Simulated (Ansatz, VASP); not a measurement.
**Two plane-wave programs on C**

The input INCAR:

```
SYSTEM = C
PREC = Accurate
ENCUT = 520
EDIFF = 1E-6
ISMEAR = 0
SIGMA = 0.05
LREAL = .False.
LASPH = .True.
NELM = 100
ALGO = Normal
ISIF = 2
LWAVE = .False.
LCHARG = .True.
GGA = PS
LELF = .True.
LVHAR = .True.
NBANDS = 11
```

File KPOINTS:

```
Automatic mesh
0
Gamma
  14 14 14
  0 0 0
```

File POSCAR:

```
C
1.0
    0.0000000000      2.1270000000      3.3480000000
    1.2280000000      0.0000000000      3.3480000000
    1.2280000000      2.1270000000      0.0000000000
C
2
Direct
    0.1500772482      0.6707112823     -0.0162031949
    0.8333300000      0.1666700000      0.8333300000
```

Input for Ansatz:

```yaml
crystal:
  lattice:
    - [0.0, 2.127, 3.348]
    - [1.228, 0.0, 3.348]
    - [1.228, 2.127, 0.0]
  atoms:
    - { symbol: C, position: [0.1500772482, 0.6707112823, -0.0162031949] }
    - { symbol: C, position: [0.83333, 0.16667, 0.83333] }
basis:
  ecutwfc: 420
kpoints:
  mp_grid: { grid: [14, 14, 14] }
hamiltonian:
  xc: pbesol
scf:
  occupations: { method: gaussian, width: 0.05 }
output:
  forces: true
  stress: true
  eigenvalues: true
```

Alike in both runs: task single point; functional PBEsol; k mesh 14 × 14 × 14; occupations gaussian, width 0.05 eV; no spin polarisation.

```csv
,VASP,Ansatz
version,VASP 6.6.1,Ansatz 0.2.0
potentials or method,"VASP PAW PBE potentials, release 64 (C), cutoff 520 eV","scalar-relativistic, plane waves, PAW"
valence electrons in the cell,8,8
```

VASP gave:

| Property | Result |
| --- | --- |
| gap on the k mesh at the Fermi level (eV) | none |
| rms of the force components (eV/Å) | 5.555 |

Question: Estimate Ansatz's values.

Answer: gap on the k mesh at the Fermi level (eV): none; rms of the force components (eV/Å): 5.508.

VASP's potentials were made for PBE, not for PBEsol. Atom by atom the forces differ by 0.062 eV/Å (rms over components). A gap of «none» marks a metal or a gap that the smearing closes. The functional is the same, so the differences come from potentials, cutoffs and numerics.
